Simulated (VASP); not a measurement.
# Au in VASP: a series of runs

Au is run at these levels: PBE; tasks: single point.

Program: VASP 6.6.1. These are calculated values, not measurements. Logs are shortened: lines on timing, memory, paths and dates and some standing lists are left out, and cuts for length are marked.

## (1) The cell of the first run

The typed cell holds 2 atoms: a = 2.917 Å, b = 2.917 Å, c = 4.890 Å, α = 90.00°, β = 90.00°, γ = 120.00°.

## (2) Single point, PBE

Input file INCAR:

```
PREC = Accurate
ENCUT = 500
EDIFF = 1E-6
ISMEAR = 0
SIGMA = 0.15
LREAL = F
LASPH = T
NELM = 120
ALGO = Normal
ISIF = 2
LWAVE = F
LCHARG = F
GGA = PE
NBANDS = 18
GGA_COMPAT = F
```

Input file KPOINTS:

```
regular mesh
0
Gamma
  18 18 10
```

Input file POSCAR:

```
Au
1.0
    2.9169619367      0.0000000000      0.0000000000
   -1.4584809683      2.5261631390      0.0000000000
    0.0000000000      0.0000000000      4.8900308251
Au
2
Direct
    0.2498074530      0.4996149060      0.7500000000
    0.7501925470      0.5003850940      0.2500000000
```

Potentials or basis: VASP PAW PBE potentials, release 64 (Au).

Started as:

```sh
> cat potpaw_PBE.64/Au/POTCAR > POTCAR
> mpirun -np 1 vasp_std > vasp.out
```

OUTCAR:

```text
PREC = Accurate
   ENCUT = 500
   EDIFF = 1E-6
   ISMEAR = 0
   LREAL = F
   LASPH = T
   NELM = 120
   ISIF = 2
   GGA = PE

 ion  position               nearest neighbor table
   1  0.250  0.500  0.750-   2 2.85   2 2.85   2 2.85   2 2.85   2 3.51   2 3.51   2 3.52   2 3.52

   2  0.750  0.500  0.250-   1 2.85   1 2.85   1 2.85   1 2.85   1 3.51   1 3.51   1 3.52   1 3.52

  LATTYP: Found a hexagonal cell.
 ALAT       =     2.9169619367
 C/A-ratio  =     1.6764122848

  Lattice vectors:

 A1 = (   2.9169619367,   0.0000000000,   0.0000000000)
 A2 = (  -1.4584809683,   2.5261631390,   0.0000000000)
 A3 = (   0.0000000000,   0.0000000000,   4.8900308251)

Analysis of symmetry for initial positions (statically):
=====================================================================
 Subroutine PRICEL returns:
 Original cell was already a primitive cell.

 Routine SETGRP: Setting up the symmetry group for a
 hexagonal supercell.

 Subroutine GETGRP returns: Found  8 space group operations
 (whereof  4 operations were pure point group operations)
 out of a pool of 24 trial point group operations.

The static configuration has the point symmetry C_2h.
 The point group associated with its full space group is D_2h.

Analysis of symmetry for dynamics (positions and initial velocities):
=====================================================================
 Subroutine PRICEL returns:
 Original cell was already a primitive cell.

 Routine SETGRP: Setting up the symmetry group for a
 hexagonal supercell.

 Subroutine GETGRP returns: Found  8 space group operations
 (whereof  4 operations were pure point group operations)
 out of a pool of 24 trial point group operations.

The dynamic configuration has the point symmetry C_2h.
 The point group associated with its full space group is D_2h.

 Subroutine INISYM returns: Found  8 space group operations
 (whereof  4 operations are pure point group operations),
 and found     1 'primitive' translations

----------------------------------------------------------------------------------------

                                     Primitive cell

  volume of cell :      36.0333

  direct lattice vectors                    reciprocal lattice vectors
     2.916961937  0.000000000  0.000000000     0.342822437  0.197928626  0.000000000
    -1.458480968  2.526163139  0.000000000     0.000000000  0.395857253  0.000000000
     0.000000000  0.000000000  4.890030825     0.000000000  0.000000000  0.204497688

  length of vectors
     2.916961937  2.916961937  4.890030825     0.395857253  0.395857253  0.204497688

  position of ions in fractional coordinates (direct lattice)
     0.249807453  0.499614906  0.750000000
     0.750192547  0.500385094  0.250000000

  ion indices of the primitive-cell ions
   primitive index   ion index
                 1           1
                 2           2

----------------------------------------------------------------------------------------

 KPOINTS: regular mesh

Automatic generation of k-mesh.
 Grid dimensions read from file:
 generate k-points for:   18   18   10

 Generating k-lattice:

  Cartesian coordinates                     Fractional coordinates (reciprocal lattice)
     0.019045691  0.010996035  0.000000000     0.055555556  0.000000000  0.000000000
     0.000000000  0.021992070  0.000000000     0.000000000  0.055555556  0.000000000
     0.000000000  0.000000000  0.020449769     0.000000000  0.000000000  0.100000000

  Length of vectors
     0.021992070  0.021992070  0.020449769

  Shift w.r.t. Gamma in fractional coordinates (k-lattice)
     0.000000000  0.000000000  0.000000000

 Subroutine IBZKPT returns following result:
 ===========================================

 Found    546 irreducible k-points:

 Following reciprocal coordinates:
            Coordinates               Weight
  0.000000  0.000000  0.000000      1.000000
  0.055556 -0.000000  0.000000      4.000000
  0.000000  0.055556  0.000000      2.000000
  0.111111 -0.000000  0.000000      4.000000
  0.000000  0.111111  0.000000      2.000000
  0.166667 -0.000000  0.000000      4.000000
[... 16 lines left out ...]
 -0.055556  0.166667  0.000000      4.000000
 -0.166667  0.111111  0.000000      4.000000
 [... further k-points ...]
   k-points           NKPTS =    546   k-points in BZ     NKDIM =    546   number of bands    NBANDS=     18
   number of dos      NEDOS =    301   number of ions     NIONS =      2
   total plane-waves  NPLWV =  20736
   dimension x,y,z NGX =    24 NGY =   24 NGZ =   36
   dimension x,y,z NGXF=    48 NGYF=   48 NGZF=   72
   ions per type =               2
   NGX,Y,Z   is equivalent  to a cutoff of  13.68, 13.68, 12.24 a.u.
   NGXF,Y,Z  is equivalent  to a cutoff of  27.36, 27.36, 24.48 a.u.
 SYSTEM =  unknown system
   PREC   = accura    normal or accurate (medium, high low for compatibility)
   ISTART =      0    job   : 0-new  1-cont  2-samecut
   ICHARG =      2    charge: 1-file 2-atom 10-const
   ISPIN  =      1    spin polarized calculation?
   LNONCOLLINEAR =      F non collinear calculations
   LSORBIT =      F    spin-orbit coupling
   LASPH  =      T    aspherical Exc in radial PAW
   ENCUT  =  500.0 eV  36.75 Ry    6.06 a.u.   5.32  5.32  8.92*2*pi/ulx,y,z
   NELM   =    120;   NELMIN=  2; NELMDL= -5     # of ELM steps
   EDIFF  = 0.1E-05   stopping-criterion for ELM
   LREAL  =      F    real-space projection
   EDIFFG = 0.1E-04   stopping-criterion for IOM
   NSW    =      0    number of steps for IOM
   IBRION =     -1    ionic relax: 0-MD 1-quasi-New 2-CG
   NFREE  =      0    steps in history (QN), initial steepest desc. (CG)
   ISIF   =      2    stress and relaxation
   ISYM   =      2    0-nonsym 1-usesym 2-fastsym
   POTIM  = 0.5000    time-step for ionic-motion
   TEBEG  =    0.0;   TEEND  =   0.0 temperature during run
   PSTRESS=    0.0 pullay stress
   NELECT =      22.0000    total number of electrons
   NUPDOWN=      -1.0000    fix difference up-down
   EMIN   =  10.00;   EMAX   =-10.00  energy-range for DOS
   EFERMI =   0.00;   METHOD = LEGACY
   ISMEAR =     0;   SIGMA  =   0.15  broadening in eV -4-tet -1-fermi 0-gaus
   EFERMI_NEDOS =   21; number of points for ismear=-14 and -15
   IALGO  =     38    algorithm
   IMIX   =      4    mixing-type and parameters
     AMIX     =   0.40;   BMIX     =  1.00
     AMIX_MAG =   1.60;   BMIX_MAG =  1.00
  volume/ion in A,a.u.               =      18.02       121.58
  Fermi-wavevector in a.u.,A,eV,Ry     =   1.388826  2.624500 26.243426  1.928837
  Thomas-Fermi vector in A             =   2.512915
   LORBIT       =      0    0 simple, 1 ext, 2 COOP (PROOUT), +10 PAW based schemes
   GGA     = PE    functional components
   LHFCALC =     F    Hartree Fock is set to
   AEXX    =    0.0000 exact exchange contribution
   IVDW    =     0    specifies the selected vdW correction
   LEPSILON=     F    determine dielectric tensor
   LRPA    =     F    only Hartree local field effects (RPA)
 non-spin polarized calculation
 Gauss-broadening in eV      SIGMA  =   0.15
  energy-cutoff  :      500.00
  volume of cell :       36.03
 maximum number of plane-waves:       930
 NGX is ok and might be reduce to    24
   NGX = 11   NGY = 11   NGZ = 17

 number of electron      21.9999998 magnetization

 Free energy of the ion-electron system (eV)
  ---------------------------------------------------
  ext. energy  EPLUGINS =         0.00000000
  ---------------------------------------------------
  free energy    TOTEN  =        -6.40718369 eV

  energy without entropy =       -6.39844450  energy(sigma->0) =       -6.40281409

 E-fermi :   8.5916     XC(G=0): -12.3760

 val. band max:        8.5853787959   @ k =   0.2222   0.1111   0.3000
 cond. band min:       8.5990616557   @ k =   0.3889   0.1111   0.1000
 fundamental gap:      0.0136828599
 Fermi energy:         8.5916222619

 k-point     1 :       0.0000    0.0000    0.0000
  band No.  band energies     occupation
      1      -0.7131      2.00000
      2       1.6675      2.00000
      3       3.3464      2.00000
      4       4.1075      2.00000
      5       4.4304      2.00000
      6       4.5544      2.00000
[... 10 lines left out ...]
     17      25.0237      0.00000
     18      27.8813      0.00000

 k-point     2 :       0.0556   -0.0000    0.0000
  band No.  band energies     occupation
      1      -0.6186      2.00000
      2       1.7504      2.00000
      3       3.3751      2.00000
      4       4.0878      2.00000
      5       4.4026      2.00000
      6       4.5861      2.00000
[... 10 lines left out ...]
     17      24.5950      0.00000
     18      27.5494      0.00000

 k-point     3 :       0.0000    0.0556    0.0000
  band No.  band energies     occupation
      1      -0.6244      2.00000
      2       1.7321      2.00000
      3       3.3641      2.00000
      4       4.1678      2.00000
      5       4.4134      2.00000
      6       4.5370      2.00000
[... 10 lines left out ...]
     17      24.7615      0.00000
     18      27.6129      0.00000

 k-point     4 :       0.1111   -0.0000    0.0000
  band No.  band energies     occupation
      1      -0.3399      2.00000
      2       1.9901      2.00000
      3       3.4453      2.00000
      4       4.0007      2.00000
      5       4.3216      2.00000
      6       4.7018      2.00000
[... 375 lines left out ...]
      4       4.0067      2.00000
      5       4.2655      2.00000
      6       4.6053      2.00000
[... 10 lines left out ...]
     17      24.9237      0.00000
     18      26.4759      0.00000

 k-point    23 :      -0.0556    0.1667    0.0000
  band No.  band energies     occupation
      1      -0.1117      2.00000
      2       2.0822      2.00000
      3       3.4612      2.00000
      4       4.2480      2.00000
      5       4.3035      2.00000
      6       4.3574      2.00000
[... 10 lines left out ...]
     17      24.6627      0.00000
     18      26.4439      0.00000

 k-point    24 :      -0.1667    0.1111    0.0000
  band No.  band energies     occupation
      1      -0.0584      2.00000
      2       2.2430      2.00000
      3       3.5639      2.00000
      4       3.8648      2.00000
      5       4.2406      2.00000
      6       4.5632      2.00000
[... 10 lines left out ...]
     17      25.2860      0.00000
     18      25.9133      0.00000

 [... further k-points ...]

------------------------ aborting loop because EDIFF is reached ----------------------------------------

  FORCE on cell =-STRESS in cart. coord.  units (eV):
  Direction    XX          YY          ZZ          XY          YZ          ZX
  --------------------------------------------------------------------------------------
  -------------------------------------------------------------------------------------
  Total        0.3250754     -0.2274588      0.5831369     -0.0000000     -0.0000000      0.0000000
  in kB       14.4540976    -10.1136885     25.9284973     -0.0000000     -0.0000000      0.0000000
  external PRESSURE =      10.0896355 kB  Pullay stress =       0.0000000 kB

 VOLUME and BASIS-vectors are now :
 -----------------------------------------------------------------------------
  energy-cutoff  :      500.00
  volume of cell :       36.03
      direct lattice vectors                 reciprocal lattice vectors
     2.916961937  0.000000000  0.000000000     0.342822437  0.197928626  0.000000000
    -1.458480968  2.526163139  0.000000000     0.000000000  0.395857253  0.000000000
     0.000000000  0.000000000  4.890030825     0.000000000  0.000000000  0.204497688

 POSITION                                       TOTAL-FORCE (eV/Angst)
 -----------------------------------------------------------------------------------
      0.00000      1.26211      3.66752        -0.000000     -0.000111      0.000000
      1.45848      1.26405      1.22251         0.000000      0.000111     -0.000000
 -----------------------------------------------------------------------------------
    total drift:                               -0.000000      0.000000      0.000000

  FREE ENERGIE OF THE ION-ELECTRON SYSTEM (eV)
  ---------------------------------------------------
  free  energy   TOTEN  =        -6.4071836859 eV

  energy  without entropy=       -6.3984444996  energy(sigma->0) =       -6.40281409
```

Wall time 80 s (1 thread of Intel Xeon 6975P-C (Granite Rapids), shared host); peak memory 0.37 GiB.

Results:

| Property | Result |
| --- | --- |
| Free energy | -6.4072 eV |
| Pressure | 1.0 GPa |
| Band gap on the k mesh | zero (bands 11 and 12 overlap by 6.33 eV) |

Caveat: spin-orbit coupling is left out, which moves the levels of the heavy elements.

## (3) Single point, PBE (atoms displaced along a vibrational mode)

Input file INCAR:

```
SYSTEM = Au
PREC = Accurate
ENCUT = 500
EDIFF = 1E-6
ISMEAR = 0
SIGMA = 0.15
LREAL = .False.
LASPH = .True.
NELM = 120
ALGO = Normal
ISIF = 2
LWAVE = .False.
LCHARG = .False.
GGA = PE
NBANDS = 18
GGA_COMPAT = .False.
```

Input file KPOINTS:

```
Automatic mesh
0
Gamma
  18 18 10
  0 0 0
```

Input file POSCAR:

```
Au
1.0
    2.9169619367      0.0000000000      0.0000000000
   -1.4584809683      2.5261631390      0.0000000000
    0.0000000000      0.0000000000      4.8900308251
Au
2
Direct
    0.2304252050      0.7501925470      0.7500000000
    0.7695747950      0.2498074530      0.2500000000
```

Potentials or basis: VASP PAW PBE potentials, release 64 (Au).

Started as:

```sh
> cat potpaw_PBE.64/Au/POTCAR > POTCAR
> mpirun -np 1 vasp_std > vasp.out
```

Wall time 4.1 min (1 thread of AMD EPYC 9R45 (Zen 5), shared host); peak memory 0.53 GiB.

It converged, with:

```
Free energy            : -6.4045 eV
Pressure               : 1.0 GPa
Largest force          : 0.108 eV/Å
Band gap on the k mesh : zero (bands 11 and 12 overlap by 6.29 eV)
```

Forces on the atoms (eV/Å):
```
Au   0.047  0.097  0.000
Au  -0.047 -0.097  0.000
```

Stress tensor (GPa, compression positive):
```
-0.43  1.04  0.00
 1.04  0.83  0.00
 0.00  0.00  2.72
```

Levels at points of the mesh, in eV from the Fermi level:
```tsv
k point	band 8	band 9	band 10	band 11	band 12	band 13	band 14	band 15
(0.00, 0.00, 0.00)	-3.83	-3.14	-2.36	-1.52	-0.87	2.64	14.24	14.78
(0.50, 0.00, 0.00)	-3.11	-1.83	-1.80	0.80	1.06	6.05	6.42	8.78
(0.00, 0.50, 0.00)	-2.98	-1.86	-1.78	0.91	0.95	6.18	6.30	9.29
(0.50, 0.50, 0.00)	-1.74	-1.66	-1.65	-1.06	1.97	4.57	4.71	8.09
(0.00, 0.00, 0.50)	-4.17	-2.95	-2.95	-2.76	-2.76	10.24	10.24	15.62
(0.50, 0.00, 0.50)	-1.86	-1.57	-1.57	0.11	0.11	3.96	3.96	11.49
(0.00, 0.50, 0.50)	-1.85	-1.55	-1.55	0.08	0.08	3.98	3.98	11.53
(0.50, 0.50, 0.50)	-3.35	-1.81	-1.81	2.05	2.05	2.44	2.44	13.26
```

Caveat: the cell differs from its parent crystal (atoms displaced along a vibrational mode); spin-orbit coupling is left out, which moves the levels of the heavy elements.
